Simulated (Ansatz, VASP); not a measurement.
## Rb: VASP beside Ansatz

The input INCAR:

```
SYSTEM = Rb
PREC = Accurate ; ENCUT = 520
EDIFF = 1E-6 ; ISMEAR = 0
SIGMA = 0.15 ; LREAL = .False.
LASPH = .True. ; NELM = 80
ALGO = Fast ; ISIF = 2
LWAVE = .False. ; LCHARG = .False.
GGA = PE ; NBANDS = 10
```

The input KPOINTS:

```
regular mesh
0
Gamma
  12 12 12
  0 0 0
```

The input POSCAR:

```
Rb
1.0
   -2.9545118615      2.9101941836      2.7308451955
    2.9545118615     -2.9101941836      2.7308451955
    2.9545118615      2.9101941836     -2.7308451955
Rb
1
Direct
    0.0000000000      0.0000000000      0.0000000000
```

Input for Ansatz:

```yaml
crystal:
  lattice:
    - [-2.9545118615, 2.9101941836, 2.7308451955]
    - [2.9545118615, -2.9101941836, 2.7308451955]
    - [2.9545118615, 2.9101941836, -2.7308451955]
  atoms:
    - { symbol: Rb, position: [0.0, 0.0, 0.0] }
basis:
  ecutwfc: 420
kpoints:
  mp_grid: { grid: [12, 12, 12] }
hamiltonian:
  xc: pbe
scf:
  occupations: { method: gaussian, width: 0.15 }
output:
  forces: true
  stress: true
  eigenvalues: true
```

Change from the starting cell: strain -0.0150 x Voigt [0, 1, 0, 0, 0, 0], atoms carried along.

Alike in both runs: task single point; functional PBE; k mesh 12 × 12 × 12; occupations gaussian, width 0.15 eV; no spin polarisation.

|  | VASP | Ansatz |
| --- | --- | --- |
| version | VASP 6.6.1 | Ansatz 0.2.0 |
| potentials or method | VASP PAW PBE potentials, release 64 (Rb_sv), cutoff 520 eV | scalar-relativistic, plane waves, PAW |
| valence electrons in the cell | 9 | 9 |

|  | VASP | Ansatz | Ansatz less VASP |
| --- | --- | --- | --- |
| gap on the k mesh at the Fermi level (eV) | none | none | - |
| pressure (GPa) | -0.1 | -0.1 | 0.00 |

A gap of «none» marks a metal or a gap that the smearing closes. The functional is the same, so the differences come from potentials, cutoffs and numerics.
